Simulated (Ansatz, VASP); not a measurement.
K: VASP beside Ansatz

The input INCAR:

```
SYSTEM = K
  PREC = Accurate
  ENCUT = 600
  EDIFF = 1E-6
  ISMEAR = -1
  SIGMA = 0.1
  LREAL = .False.
  LASPH = .True.
  NELM = 60
  ALGO = Normal
  ISIF = 3
  LWAVE = .False.
  LCHARG = .False.
  GGA = PE
  IBRION = 2
  NSW = 80
  EDIFFG = -0.01
```

Contents of KPOINTS:

```
Automatic mesh
0
Gamma
  3 3 3
  0 0 0
```

Contents of POSCAR:

```
K
1.0
    8.2941704965      0.0000000000      0.0000000000
    0.0000000000      8.2941704965      0.0000000000
    0.0000000000      0.0000000000      8.2941704965
K
8
Direct
    0.0000000000      0.0000000000      0.0000000000
    0.5000000000      0.5000000000      0.5000000000
    0.2500000000      0.0000000000      0.5000000000
    0.7500000000      0.0000000000      0.5000000000
    0.5000000000      0.2500000000      0.0000000000
    0.5000000000      0.7500000000      0.0000000000
    0.0000000000      0.5000000000      0.2500000000
    0.0000000000      0.5000000000      0.7500000000
```

Input for Ansatz:

```yaml
crystal:
  lattice:
    - [8.2941704965, 0.0, 0.0]
    - [0.0, 8.2941704965, 0.0]
    - [0.0, 0.0, 8.2941704965]
  atoms:
    - { symbol: K, position: [0.0, 0.0, 0.0] }
    - { symbol: K, position: [0.5, 0.5, 0.5] }
    - { symbol: K, position: [0.25, 0.0, 0.5] }
    - { symbol: K, position: [0.75, 0.0, 0.5] }
    - { symbol: K, position: [0.5, 0.25, 0.0] }
    - { symbol: K, position: [0.5, 0.75, 0.0] }
    - { symbol: K, position: [0.0, 0.5, 0.25] }
    - { symbol: K, position: [0.0, 0.5, 0.75] }
hamiltonian:
  xc: pbe
  pseudopotentials:
    kind: paw
    azcp:
      K: "pseudopotentials/K.paw.azcp"
basis:
  ecutwfc: 420
  fft_grid_basis: typed
kpoints:
  mp_grid: { grid: [3, 3, 3], shift: [0, 0, 0] }
magnetization:
  spin_polarized: false
scf:
  occupations: { method: fermi_dirac, width: 0.1 }
relax:
  max_steps: 60
  f_tol: 0.01
  cell: {}
```

Alike in both runs: task relaxation of cell and atoms; functional PBE; k mesh 3 × 3 × 3; occupations fermi-dirac, width 0.1 eV; no spin polarisation.

```csv
,VASP,Ansatz
version,VASP 6.6.1,Ansatz 0.2.0
potentials or method,"VASP PAW PBE potentials, release 64 (K_sv), cutoff 600 eV","plane waves (420 eV) with PAW, scalar-relativistic"
valence electrons in the cell,72,72
```

Ansatz gave:

| Quantity | Value |
| --- | --- |
| relaxed volume (Å³/atom) | 74.75 |
| relaxed cell length with the largest relative difference (Å) | 8.425 |

Question: Estimate VASP's values.

Answer: Relaxed volume (Å³/atom): 74.87; relaxed cell length with the largest relative difference (Å): 8.430.
